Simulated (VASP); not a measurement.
# SiO2 (P4_2/mnm) in VASP: notebook, part 2 of 2

VASP 6.6.1.

## Step 4: Single point, RPBE

This run uses another cell than the first one, of 8.22 Å³/atom.

File INCAR:

```
SYSTEM = SiO2
PREC = Accurate ; ENCUT = 520
EDIFF = 1E-6 ; ISMEAR = 0
SIGMA = 0.02 ; LREAL = .False.
LASPH = .True. ; NELM = 80
ALGO = Normal ; ISIF = 2
LWAVE = .False. ; LCHARG = .True.
GGA = RP ; LELF = .True.
LVHAR = .True. ; NBANDS = 25
```

File KPOINTS:

```
Automatic mesh
0
Gamma
  6 6 8
  0 0 0
```

File POSCAR:

```
SiO2
1.0
    4.2734244954      0.0000000000      0.0000000000
    0.0000000000      4.2734244954      0.0000000000
    0.0000000000      0.0000000000      2.6990254228
Si O
2 4
Direct
    0.0000000000      0.0000000000      0.0000000000
    0.5000000000      0.5000000000      0.5000000000
    0.3077764674      0.3077764674      0.0000000000
    0.1922235326      0.8077764674      0.5000000000
    0.6922235326      0.6922235326      0.0000000000
    0.8077764674      0.1922235326      0.5000000000
```

Potentials or basis: VASP PAW PBE potentials, release 64 (Si, O).

Command:

```sh
cat potpaw_PBE.64/Si/POTCAR potpaw_PBE.64/O/POTCAR > POTCAR
mpirun -np 1 vasp_std > vasp.out
```

OUTCAR:

```text
SYSTEM = SiO2
   PREC = Accurate
   ENCUT = 520
   EDIFF = 1E-6
   ISMEAR = 0
   LREAL = .False.
   LASPH = .True.
   NELM = 80
   ISIF = 2
   GGA = RP

 ion  position               nearest neighbor table
   1  0.000  0.000  0.000-   4 1.78   6 1.78   4 1.78   6 1.78   5 1.86   3 1.86
   2  0.500  0.500  0.500-   3 1.78   5 1.78   3 1.78   5 1.78   4 1.86   6 1.86
   3  0.308  0.308  0.000-   2 1.78   2 1.78   1 1.86
   4  0.192  0.808  0.500-   1 1.78   1 1.78   2 1.86
   5  0.692  0.692  0.000-   2 1.78   2 1.78   1 1.86
   6  0.808  0.192  0.500-   1 1.78   1 1.78   2 1.86

  LATTYP: Found a simple tetragonal cell.
 ALAT       =     4.2734244954
 C/A-ratio  =     0.6315837394

  Lattice vectors:

 A1 = (   4.2734244954,   0.0000000000,   0.0000000000)
 A2 = (   0.0000000000,   4.2734244954,   0.0000000000)
 A3 = (   0.0000000000,   0.0000000000,   2.6990254228)

Analysis of symmetry for initial positions (statically):
=====================================================================
 Subroutine PRICEL returns:
 Original cell was already a primitive cell.

 Routine SETGRP: Setting up the symmetry group for a
 simple tetragonal supercell.

 Subroutine GETGRP returns: Found 16 space group operations
 (whereof  8 operations were pure point group operations)
 out of a pool of 16 trial point group operations.

The static configuration has the point symmetry D_2h.
 The point group associated with its full space group is D_4h.

Analysis of symmetry for dynamics (positions and initial velocities):
=====================================================================
 Subroutine PRICEL returns:
 Original cell was already a primitive cell.

 Routine SETGRP: Setting up the symmetry group for a
 simple tetragonal supercell.

 Subroutine GETGRP returns: Found 16 space group operations
[... 126 lines left out ...]
   EFERMI =   0.00;   METHOD = LEGACY
   ISMEAR =     0;   SIGMA  =   0.02  broadening in eV -4-tet -1-fermi 0-gaus
   EFERMI_NEDOS =   21; number of points for ismear=-14 and -15
   IALGO  =     38    algorithm
   IMIX   =      4    mixing-type and parameters
     AMIX     =   0.40;   BMIX     =  1.00
     AMIX_MAG =   1.60;   BMIX_MAG =  1.00
  volume/ion in A,a.u.               =       8.22        55.44
  Fermi-wavevector in a.u.,A,eV,Ry     =   1.417550  2.678782 27.340211  2.009449
  Thomas-Fermi vector in A             =   2.538769
   LORBIT       =      0    0 simple, 1 ext, 2 COOP (PROOUT), +10 PAW based schemes
   GGA     = RP    functional components
   LHFCALC =     F    Hartree Fock is set to
   AEXX    =    0.0000 exact exchange contribution
   IVDW    =     0    specifies the selected vdW correction
   LEPSILON=     F    determine dielectric tensor
   LRPA    =     F    only Hartree local field effects (RPA)
 non-spin polarized calculation
 Gauss-broadening in eV      SIGMA  =   0.02
  energy-cutoff  :      520.00
  volume of cell :       49.29
 maximum number of plane-waves:      1348
 NGX is ok and might be reduce to    32
   NGX = 15   NGY = 15   NGZ = 11

 number of electron      31.9999996 magnetization

 Free energy of the ion-electron system (eV)
  ---------------------------------------------------
  ext. energy  EPLUGINS =         0.00000000
  ---------------------------------------------------
  free energy    TOTEN  =       -43.88048260 eV

  energy without entropy =      -43.88048260  energy(sigma->0) =      -43.88048260

 E-fermi :   7.7488     XC(G=0): -11.7772

 val. band max:        7.5527348230   @ k =   0.0000   0.0000   0.0000
 cond. band min:      12.3602731229   @ k =   0.0000   0.0000   0.0000
 fundamental gap:      4.8075382999
 Fermi energy:         7.7488452625

 k-point     1 :       0.0000    0.0000    0.0000
  band No.  band energies     occupation
      1     -14.4953      2.00000
      2     -11.1709      2.00000
      3     -11.1709      2.00000
      4     -11.0734      2.00000
      5      -2.8547      2.00000
      6       1.4667      2.00000
[... 661 lines left out ...]
     24      20.3506      0.00000
     25      21.1378      0.00000

 [... further k-points ...]
[... 5 lines left out ...]
  --------------------------------------------------------------------------------------
  -------------------------------------------------------------------------------------
  Total       -0.1884697     -0.1884697     -0.0579834     -0.0000000      0.0000000      0.0000000
  in kB       -6.1262255     -6.1262255     -1.8847554     -0.0000000      0.0000000      0.0000000
  external PRESSURE =      -4.7124022 kB  Pullay stress =       0.0000000 kB

 VOLUME and BASIS-vectors are now :
 -----------------------------------------------------------------------------
  energy-cutoff  :      520.00
  volume of cell :       49.29
      direct lattice vectors                 reciprocal lattice vectors
     4.273424495  0.000000000  0.000000000     0.234004368  0.000000000  0.000000000
     0.000000000  4.273424495  0.000000000     0.000000000  0.234004368  0.000000000
     0.000000000  0.000000000  2.699025423     0.000000000  0.000000000  0.370504106

 POSITION                                       TOTAL-FORCE (eV/Angst)
 -----------------------------------------------------------------------------------
      0.00000      0.00000      0.00000         0.000000      0.000000      0.000000
      2.13671      2.13671      1.34951         0.000000      0.000000      0.000000
      1.31526      1.31526      0.00000        -0.004972     -0.004972      0.000000
      0.82145      3.45197      1.34951         0.004972     -0.004972      0.000000
      2.95817      2.95817      0.00000         0.004972      0.004972     -0.000000
      3.45197      0.82145      1.34951        -0.004972      0.004972     -0.000000
 -----------------------------------------------------------------------------------
    total drift:                                0.000000     -0.000000      0.000000

  FREE ENERGIE OF THE ION-ELECTRON SYSTEM (eV)
  ---------------------------------------------------
  free  energy   TOTEN  =       -43.8804826005 eV

  energy  without entropy=      -43.8804826005  energy(sigma->0) =      -43.88048260
```

OSZICAR:

```text
N       E                     dE             d eps       ncg     rms          rms(c)
DAV:   1     0.136705183610E+03    0.13671E+03   -0.17673E+04  2508   0.123E+03
DAV:   2    -0.414194596993E+02   -0.17812E+03   -0.17062E+03  3121   0.276E+02
DAV:   3    -0.482550120066E+02   -0.68356E+01   -0.68041E+01  3344   0.521E+01
DAV:   4    -0.483012198889E+02   -0.46208E-01   -0.46195E-01  2896   0.494E+00
DAV:   5    -0.483016076555E+02   -0.38777E-03   -0.38769E-03  3341   0.430E-01    0.174E+01
DAV:   6    -0.437596758857E+02    0.45419E+01   -0.12901E+01  3127   0.240E+01    0.819E+00
DAV:   7    -0.438354821385E+02   -0.75806E-01   -0.75615E-01  3139   0.496E+00    0.298E+00
DAV:   8    -0.438659414005E+02   -0.30459E-01   -0.30545E-02  3162   0.147E+00    0.114E+00
DAV:   9    -0.438799799649E+02   -0.14039E-01   -0.16908E-02  3222   0.106E+00    0.328E-01
DAV:  10    -0.438805485862E+02   -0.56862E-03   -0.14579E-03  3145   0.267E-01    0.667E-02
DAV:  11    -0.438804765517E+02    0.72034E-04   -0.27921E-04  3276   0.116E-01    0.906E-03
DAV:  12    -0.438804820692E+02   -0.55175E-05   -0.14102E-05  3031   0.273E-02    0.628E-03
DAV:  13    -0.438804826005E+02   -0.53130E-06   -0.12854E-06  2550   0.819E-03
   1 F= -.43880483E+02 E0= -.43880483E+02  d E =-.686125E-46
```

It took 96 s on 1 thread of AMD EPYC 7R43 (Zen 3), shared host; peak memory 0.13 GiB.

Results:

```yaml
Free_energy: -43.8805 eV
Pressure: -0.5 GPa
Largest_force: 0.007 eV/Å
Band_gap_on_the_k_mesh: 4.81 eV
```

Forces in eV/Å, atoms in the order of the input:
```
Si   0.000  0.000  0.000
Si   0.000  0.000  0.000
O   -0.005 -0.005  0.000
O    0.005 -0.005  0.000
O    0.005  0.005  0.000
O   -0.005  0.005  0.000
```

Caveat: the PAW data sets were made with another functional, which shifts forces and pressure a little.

## Step 5: Overview

| cell | k mesh | smearing | gap on the mesh (eV) | pressure (GPa) | largest force (eV/Å) |
| --- | --- | --- | --- | --- | --- |
| a = 4.186, b = 4.186, c = 2.668 Å, 6 atoms | 4 × 4 × 6 | gaussian 0.1 eV | 5.61 | 14.5 | 0.09 |
| a = 4.273, b = 4.273, c = 2.699 Å, 6 atoms | 6 × 6 × 8 | gaussian 0.1 eV | 4.81 | -0.4 | 0.01 |
| a = 4.273, b = 4.273, c = 2.699 Å, 6 atoms | 6 × 6 × 8 | gaussian 0.02 eV | 4.81 | -0.5 | 0.01 |

Alike in all rows: task single point; level RPBE; potentials or basis VASP PAW PBE potentials, release 64 (Si, O); no spin polarisation; cutoff (eV) 520.

Caveats: the PAW data sets were made with another functional, which shifts forces and pressure a little; the cell stands under pressure (at least some runs).

Total energies depend on the potentials used, so only differences within one code and one set of settings carry meaning.
